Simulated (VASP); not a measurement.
# TlGe2 (AlB2 type) (P6/mmm) in VASP: single point with r2SCAN

Aim: the single point of TlGe2 (AlB2 type) with r2SCAN.

All numbers are computed with VASP 6.6.1; they aren't measurements. Logs are shortened: lines on timing, memory, paths and dates and some standing lists are left out, and cuts for length are marked.

**1. The cell of the first run**

It takes space group P6/mmm (No. 191, hexagonal). Conventional cell: a = 4.313 Å, b = 4.313 Å, c = 4.905 Å, α = 90.00°, β = 90.00°, γ = 120.00°. Within 4.6 Å of Tl (site symmetry 6/mmm) lie 12 Ge at 3.50 Å and 6 Tl at 4.31 Å. Ge (site symmetry -6m2) has 3 Ge at 2.49 Å within 3.3 Å.

**2. Single point, r2SCAN**

Contents of POSCAR:

```
TlGe2
1.0
    4.3132898572      0.0000000000      0.0000000000
   -2.1566449286      3.7354185902      0.0000000000
    0.0000000000      0.0000000000      4.9051783233
Tl Ge
1 2
Direct
    0.0000000000      0.0000000000      0.0000000000
    0.3333333333      0.6666666667      0.5000000000
    0.6666666667      0.3333333333      0.5000000000
```

Contents of INCAR.step1:

```
SYSTEM = TlGe2
  PREC = Accurate
  ENCUT = 520
  ISMEAR = -1
  SIGMA = 0.03
  LREAL = .False.
  LASPH = .True.
  NELM = 100
  NBANDS = 28
  GGA = PE
  ALGO = Normal
  EDIFF = 1E-4
  LWAVE = .True.
  LCHARG = .False.
```

Contents of INCAR.step2:

```
SYSTEM = TlGe2
  PREC = Accurate
  ENCUT = 520
  EDIFF = 1E-6
  ISMEAR = -1
  SIGMA = 0.03
  LREAL = .False.
  LASPH = .True.
  NELM = 100
  ALGO = Normal
  ISIF = 2
  LWAVE = .False.
  LCHARG = .True.
  METAGGA = R2SCAN
  LMIXTAU = .True.
  LELF = .True.
  LVHAR = .True.
  NBANDS = 28
  ISTART = 1
```

Contents of KPOINTS:

```
Automatic mesh
0
Gamma
  10 10 8
  0 0 0
```

Potentials or basis: VASP PAW PBE potentials, release 64 (Tl_d, Ge_d).

Run with:

```bash
> cat potpaw_PBE.64/Tl_d/POTCAR potpaw_PBE.64/Ge_d/POTCAR > POTCAR
> cp INCAR.step1 INCAR
> mpirun -np 1 vasp_std > vasp.out
> cp INCAR.step2 INCAR
> mpirun -np 1 vasp_std > vasp.out
```

OUTCAR:

```text
SYSTEM = TlGe2
   PREC = Accurate
   ENCUT = 520
   EDIFF = 1E-6
   ISMEAR = -1
   LREAL = .False.
   LASPH = .True.
   NELM = 100
   ISIF = 2
   METAGGA = R2SCAN
   ISTART = 1

 ion  position               nearest neighbor table
   1  0.000  0.000  0.000-   2 3.50   3 3.50   2 3.50   3 3.50   2 3.50   2 3.50   3 3.50   3 3.50
                             3 3.50   3 3.50   2 3.50   2 3.50
   2  0.333  0.667  0.500-   3 2.49   3 2.49   3 2.49   1 3.50   1 3.50   1 3.50   1 3.50   1 3.50
                             1 3.50
   3  0.667  0.333  0.500-   2 2.49   2 2.49   2 2.49   1 3.50   1 3.50   1 3.50   1 3.50   1 3.50
                             1 3.50

  LATTYP: Found a hexagonal cell.
 ALAT       =     4.3132898572
 C/A-ratio  =     1.1372243660

  Lattice vectors:

 A1 = (   4.3132898572,   0.0000000000,   0.0000000000)
 A2 = (  -2.1566449286,   3.7354185902,   0.0000000000)
 A3 = (   0.0000000000,   0.0000000000,   4.9051783233)

Analysis of symmetry for initial positions (statically):
=====================================================================
 Subroutine PRICEL returns:
 Original cell was already a primitive cell.

 Routine SETGRP: Setting up the symmetry group for a
 hexagonal supercell.

 Subroutine GETGRP returns: Found 24 space group operations
 (whereof 24 operations were pure point group operations)
 out of a pool of 24 trial point group operations.

The static configuration has the point symmetry D_6h.

Analysis of symmetry for dynamics (positions and initial velocities):
=====================================================================
 Subroutine PRICEL returns:
 Original cell was already a primitive cell.

 Routine SETGRP: Setting up the symmetry group for a
 hexagonal supercell.

 Subroutine GETGRP returns: Found 24 space group operations
 (whereof 24 operations were pure point group operations)
 out of a pool of 24 trial point group operations.

The dynamic configuration has the point symmetry D_6h.

 Subroutine INISYM returns: Found 24 space group operations
 (whereof 24 operations are pure point group operations),
 and found     1 'primitive' translations

----------------------------------------------------------------------------------------

                                     Primitive cell

  volume of cell :      79.0320

  direct lattice vectors                    reciprocal lattice vectors
     4.313289857  0.000000000  0.000000000     0.231841595  0.133853807  0.000000000
    -2.156644929  3.735418590  0.000000000     0.000000000  0.267707615  0.000000000
     0.000000000  0.000000000  4.905178323     0.000000000  0.000000000  0.203866187

  length of vectors
     4.313289857  4.313289857  4.905178323     0.267707615  0.267707615  0.203866187

  position of ions in fractional coordinates (direct lattice)
     0.000000000  0.000000000  0.000000000
     0.333333333  0.666666667  0.500000000
     0.666666667  0.333333333  0.500000000

  ion indices of the primitive-cell ions
   primitive index   ion index
                 1           1
                 2           2
                 3           3

----------------------------------------------------------------------------------------

 KPOINTS: Automatic mesh

Automatic generation of k-mesh.
 Grid dimensions read from file:
 generate k-points for:   10   10    8

 Generating k-lattice:

  Cartesian coordinates                     Fractional coordinates (reciprocal lattice)
     0.023184159  0.013385381  0.000000000     0.100000000  0.000000000  0.000000000
     0.000000000  0.026770761  0.000000000     0.000000000  0.100000000  0.000000000
     0.000000000  0.000000000  0.025483273     0.000000000  0.000000000  0.125000000

  Length of vectors
     0.026770761  0.026770761  0.025483273

  Shift w.r.t. Gamma in fractional coordinates (k-lattice)
     0.000000000  0.000000000  0.000000000

 Subroutine IBZKPT returns following result:
 ===========================================

 Found     70 irreducible k-points:

 Following reciprocal coordinates:
            Coordinates               Weight
  0.000000  0.000000  0.000000      1.000000
  0.100000  0.000000  0.000000      6.000000
  0.200000  0.000000  0.000000      6.000000
  0.300000  0.000000  0.000000      6.000000
  0.400000  0.000000  0.000000      6.000000
  0.500000 -0.000000  0.000000      3.000000
[... 16 lines left out ...]
  0.300000  0.100000  0.125000     24.000000
  0.400000  0.100000  0.125000     24.000000
 [... further k-points ...]
   k-points           NKPTS =     70   k-points in BZ     NKDIM =     70   number of bands    NBANDS=     28
   number of dos      NEDOS =    301   number of ions     NIONS =      3
   total plane-waves  NPLWV =  36864
   dimension x,y,z NGX =    32 NGY =   32 NGZ =   36
   dimension x,y,z NGXF=    64 NGYF=   64 NGZF=   72
   ions per type =               1   2
   NGX,Y,Z   is equivalent  to a cutoff of  12.33, 12.33, 12.20 a.u.
   NGXF,Y,Z  is equivalent  to a cutoff of  24.67, 24.67, 24.40 a.u.
 SYSTEM =  TlGe2
   PREC   = accura    normal or accurate (medium, high low for compatibility)
   ISTART =      1    job   : 0-new  1-cont  2-samecut
   ICHARG =      0    charge: 1-file 2-atom 10-const
   ISPIN  =      1    spin polarized calculation?
   LNONCOLLINEAR =      F non collinear calculations
   LSORBIT =      F    spin-orbit coupling
   LASPH  =      T    aspherical Exc in radial PAW
   ENCUT  =  520.0 eV  38.22 Ry    6.18 a.u.   8.02  8.02  9.12*2*pi/ulx,y,z
   NELM   =    100;   NELMIN=  2; NELMDL=  0     # of ELM steps
   EDIFF  = 0.1E-05   stopping-criterion for ELM
   LREAL  =      F    real-space projection
   EDIFFG = 0.1E-04   stopping-criterion for IOM
   NSW    =      0    number of steps for IOM
   IBRION =     -1    ionic relax: 0-MD 1-quasi-New 2-CG
   NFREE  =      0    steps in history (QN), initial steepest desc. (CG)
   ISIF   =      2    stress and relaxation
   ISYM   =      2    0-nonsym 1-usesym 2-fastsym
   POTIM  = 0.5000    time-step for ionic-motion
   TEBEG  =    0.0;   TEEND  =   0.0 temperature during run
   PSTRESS=    0.0 pullay stress
   NELECT =      41.0000    total number of electrons
   NUPDOWN=      -1.0000    fix difference up-down
   EMIN   =  10.00;   EMAX   =-10.00  energy-range for DOS
   EFERMI =   0.00;   METHOD = LEGACY
   ISMEAR =    -1;   SIGMA  =   0.03  broadening in eV -4-tet -1-fermi 0-gaus
   EFERMI_NEDOS =   21; number of points for ismear=-14 and -15
   IALGO  =     38    algorithm
   IMIX   =      4    mixing-type and parameters
     AMIX     =   0.40;   BMIX     =  1.00
     AMIX_MAG =   1.60;   BMIX_MAG =  1.00
  volume/ion in A,a.u.               =      26.34       177.78
  Fermi-wavevector in a.u.,A,eV,Ry     =   1.315432  2.485807 23.543011  1.730362
  Thomas-Fermi vector in A             =   2.445615
   LORBIT       =      0    0 simple, 1 ext, 2 COOP (PROOUT), +10 PAW based schemes
   METAGGA = R2SCAN    functional components
   LHFCALC =     F    Hartree Fock is set to
   AEXX    =    0.0000 exact exchange contribution
   IVDW    =     0    specifies the selected vdW correction
   LEPSILON=     F    determine dielectric tensor
   LRPA    =     F    only Hartree local field effects (RPA)
 non-spin polarized calculation
  energy-cutoff  :      520.00
  volume of cell :       79.03
 maximum number of plane-waves:      2150
   NGX = 17   NGY = 17   NGZ = 19

 number of electron      40.9999985 magnetization

 Free energy of the ion-electron system (eV)
  ---------------------------------------------------
  ext. energy  EPLUGINS =         0.00000000
  ---------------------------------------------------
  free energy    TOTEN  =       -79.94542036 eV

  energy without entropy =      -79.94170806  energy(sigma->0) =      -79.94356421

 E-fermi :   5.0624     XC(G=0): -10.5363

 val. band max:        5.0296824682   @ k =   0.1000   0.1000   0.2500
 cond. band min:       5.1141666031   @ k =   0.4000   0.2000   0.1250
 fundamental gap:      0.0844841349
 Fermi energy:         5.0624208861

 k-point     1 :       0.0000    0.0000    0.0000
  band No.  band energies     occupation
      1     -20.6233      2.00000
      2     -20.5976      2.00000
      3     -20.5976      2.00000
      4     -20.5688      2.00000
      5     -20.5688      2.00000
      6     -20.4789      2.00000
[... 20 lines left out ...]
     27      12.3243      0.00000
     28      12.3244      0.00000

 k-point     2 :       0.1000    0.0000    0.0000
  band No.  band energies     occupation
      1     -20.6253      2.00000
      2     -20.6093      2.00000
      3     -20.6057      2.00000
      4     -20.5699      2.00000
      5     -20.5670      2.00000
      6     -20.4694      2.00000
[... 20 lines left out ...]
     27      11.7252      0.00000
     28      12.0791      0.00000

 k-point     3 :       0.2000    0.0000    0.0000
  band No.  band energies     occupation
      1     -20.6398      2.00000
      2     -20.6328      2.00000
      3     -20.6116      2.00000
      4     -20.5727      2.00000
      5     -20.5619      2.00000
      6     -20.4669      2.00000
[... 20 lines left out ...]
     27      11.6430      0.00000
     28      12.3119      0.00000

 k-point     4 :       0.3000    0.0000    0.0000
  band No.  band energies     occupation
      1     -20.6606      2.00000
      2     -20.6550      2.00000
      3     -20.6099      2.00000
      4     -20.5760      2.00000
      5     -20.5546      2.00000
      6     -20.4751      2.00000
[... 578 lines left out ...]
     27      11.2615      0.00000
     28      13.2688      0.00000

 k-point    23 :       0.3000    0.1000    0.1250
  band No.  band energies     occupation
      1     -20.6832      2.00000
      2     -20.6499      2.00000
      3     -20.6109      2.00000
      4     -20.5787      2.00000
      5     -20.5481      2.00000
      6     -20.4820      2.00000
[... 20 lines left out ...]
     27      12.2851      0.00000
     28      13.3365      0.00000

 k-point    24 :       0.4000    0.1000    0.1250
  band No.  band energies     occupation
      1     -20.6946      2.00000
      2     -20.6579      2.00000
      3     -20.6088      2.00000
      4     -20.5807      2.00000
      5     -20.5415      2.00000
      6     -20.4891      2.00000
[... 20 lines left out ...]
     27      13.1657      0.00000
     28      13.8196      0.00000

 [... further k-points ...]

------------------------ aborting loop because EDIFF is reached ----------------------------------------

  FORCE on cell =-STRESS in cart. coord.  units (eV):
  Direction    XX          YY          ZZ          XY          YZ          ZX
  --------------------------------------------------------------------------------------
  -------------------------------------------------------------------------------------
  Total       -0.0165279     -0.0165279     -0.0294488      0.0000000      0.0000000      0.0000000
  in kB       -0.3350625     -0.3350625     -0.5970014      0.0000000      0.0000000      0.0000000
  external PRESSURE =      -0.4223755 kB  Pullay stress =       0.0000000 kB

 VOLUME and BASIS-vectors are now :
 -----------------------------------------------------------------------------
  energy-cutoff  :      520.00
  volume of cell :       79.03
      direct lattice vectors                 reciprocal lattice vectors
     4.313289857  0.000000000  0.000000000     0.231841595  0.133853807  0.000000000
    -2.156644929  3.735418590  0.000000000     0.000000000  0.267707615  0.000000000
     0.000000000  0.000000000  4.905178323     0.000000000  0.000000000  0.203866187

 POSITION                                       TOTAL-FORCE (eV/Angst)
 -----------------------------------------------------------------------------------
      0.00000      0.00000      0.00000        -0.000000      0.000000      0.000000
     -0.00000      2.49028      2.45259         0.000000      0.000000      0.000000
      2.15664      1.24514      2.45259        -0.000000      0.000000      0.000000
 -----------------------------------------------------------------------------------
    total drift:                                0.000000      0.000000      0.000000

  FREE ENERGIE OF THE ION-ELECTRON SYSTEM (eV)
  ---------------------------------------------------
  free  energy   TOTEN  =       -79.9454203607 eV

  energy  without entropy=      -79.9417080624  energy(sigma->0) =      -79.94356421
```

Wall time 5.6 min (1 thread of AMD EPYC 7R13 (Zen 3), shared host); peak memory 0.26 GiB.

Results:

```
Free energy            : -79.9454 eV
Pressure               : 0.0 GPa
Band gap on the k mesh : zero (an odd number of electrons rules out a gap without spin polarisation)
```

Caveat: the PAW data sets were made with another functional, which shifts forces and pressure a little; spin-orbit coupling is left out, which moves the levels of the heavy elements.
